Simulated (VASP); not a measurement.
Input of a VASP 6.6.1 run:

File INCAR:

```
SYSTEM = CsIr2
PREC = Accurate ; ENCUT = 520
EDIFF = 1E-6 ; ISMEAR = 0
SIGMA = 0.1 ; LREAL = .FALSE.
LASPH = .TRUE. ; NELM = 60
ALGO = Normal ; ISIF = 2
LWAVE = .FALSE. ; LCHARG = .FALSE.
GGA = PE ; NBANDS = 36
```

Contents of KPOINTS:

```
regular mesh
0
G
  4 4 4
  0 0 0
```

POSCAR

```
CsIr2
1.0
    0.0000000000      4.1777568094      4.1777568094
    4.1777568094      0.0000000000      4.1777568094
    4.1777568094      4.1777568094      0.0000000000
Cs Ir
2 4
Direct
    0.0000000000      0.0000000000      0.0000000000
    0.2500000000      0.2500000000      0.2500000000
    0.6250000000      0.6250000000      0.6250000000
    0.1250000000      0.6250000000      0.6250000000
    0.6250000000      0.6250000000      0.1250000000
    0.6250000000      0.1250000000      0.6250000000
```

Potentials or basis: VASP PAW PBE potentials, release 64 (Cs_sv, Ir).

Command:

```bash
$ cat potpaw_PBE.64/Cs_sv/POTCAR potpaw_PBE.64/Ir/POTCAR > POTCAR
$ mpirun -np 1 vasp_std > vasp.out
```

Problem. Estimate the pressure.

Solution. -8.9 GPa.

Problem. Predict the band gap on the k mesh.

Solution. Zero (bands 27 and 28 overlap by 1.50 eV).

Caveat: the cell stands under tension; spin-orbit coupling is left out, which moves the levels of the heavy elements.
